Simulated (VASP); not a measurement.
**ZnS (de600): single point with LDA**

ZnS (de600):

```
CELL_PARAMETERS angstrom
0.00000 2.64821 2.64821
2.64821 0.00000 2.64821
2.64821 2.64821 0.00000
ATOMIC_POSITIONS crystal
Zn 0.00000 0.00000 0.00000
S 0.75000 0.75000 0.75000
```

- Program: VASP 6.6.1
- Task: single point
- Functional: LDA
- Potentials or basis: VASP PAW LDA potentials, release 64 (Zn, S)
- Cutoff: 520 eV
- k mesh: 8 × 8 × 8
- Occupations: gaussian, width 0.02 eV
- Spin: no spin polarisation

```yaml
Pressure: 0.3 GPa
Band_gap_on_the_k_mesh: 2.16 eV, direct
```

Levels at points of the mesh, in eV from the valence-band top:
| k point | band 7 | band 8 | band 9 | band 10 | band 11 | band 12 |
| --- | --- | --- | --- | --- | --- | --- |
| (0.00, 0.00, 0.00) | 0.00 | 0.00 | 0.00 | 2.16 | 6.21 | 6.21 |
| (0.50, 0.00, 0.00) | -5.78 | -0.97 | -0.97 | 3.23 | 6.76 | 6.76 |
| (0.50, 0.50, 0.00) | -4.91 | -2.47 | -2.47 | 3.06 | 3.88 | 11.17 |

It took 31 s on 1 thread of AMD EPYC 7R13 (shared host), peak memory 0.11 GiB.

Expect the measured gap to be larger: semilocal functionals such as LDA lack the derivative discontinuity.
